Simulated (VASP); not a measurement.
Input of a VASP 6.6.1 run:

File INCAR:

```
SYSTEM = CdS
PREC = Accurate
ENCUT = 520
EDIFF = 1E-6
ISMEAR = 0
SIGMA = 0.01
LREAL = .FALSE.
LASPH = .TRUE.
NELM = 80
ALGO = Normal
ISIF = 2
LWAVE = .FALSE.
LCHARG = .FALSE.
GGA = PS
NBANDS = 16
```

Contents of KPOINTS:

```
Automatic mesh
0
G
  8 8 8
  0 0 0
```

File POSCAR:

```
CdS
1.0
    2.8831632023      2.8831632023      0.0000000000
   -2.8831632023      2.8831632023      0.0000000000
    0.0000000000      2.8831632023      2.9297597793
Cd S
1 1
Direct
    0.0000000000      0.0000000000      0.0000000000
    0.7500000000      0.2500000000      0.5000000000
```

Potentials or basis: VASP PAW PBE potentials, release 64 (Cd, S).

Launch:

```console
$ cat potpaw_PBE.64/Cd/POTCAR potpaw_PBE.64/S/POTCAR > POTCAR
$ mpirun -np 1 vasp_std > vasp.out
```

Task: Estimate the band gap on the k mesh.

Result: 1.03 eV, direct.

Task: Estimate the pressure.

Result: 1.3 GPa.

Stress tensor (GPa, compression positive):
```
1.39 0.00 0.00
0.00 1.39 0.00
0.00 0.00 1.10
```

Caveat: the cell differs from its parent crystal (in-plane strain -0.01); the PAW data sets were made with another functional, which shifts forces and pressure a little.
